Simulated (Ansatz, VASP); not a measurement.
**Cu in VASP and in Ansatz**

```xyz
1
Lattice="-1.4198 1.4198 1.4198 1.4198 -1.4198 1.4198 1.4198 1.4198 -1.4198" Properties=species:S:1:pos:R:3 pbc="T T T"
Cu    0.0000    0.0000    0.0000
```

Alike in both runs: task single point; functional RPBE; k mesh 17 × 17 × 17; occupations fermi-dirac, width 0.1 eV; no spin polarisation.

|  | VASP | Ansatz |
| --- | --- | --- |
| version | VASP 6.6.1 | Ansatz 0.2.0 |
| potentials or method | VASP PAW PBE potentials, release 64 (Cu), cutoff 520 eV | plane waves (420 eV) with PAW, scalar-relativistic |
| valence electrons in the cell | 11 | 19 |

```csv
,VASP,Ansatz,Ansatz less VASP
pressure (GPa),13.2,12.6,-0.58
```

VASP's potentials were made for PBE, not for RPBE. The functional is the same, so the differences come from potentials, cutoffs and numerics. VASP's potentials hold 11 valence electrons a cell and Ansatz's 19, so a difference there can come from the potentials and not from the codes.
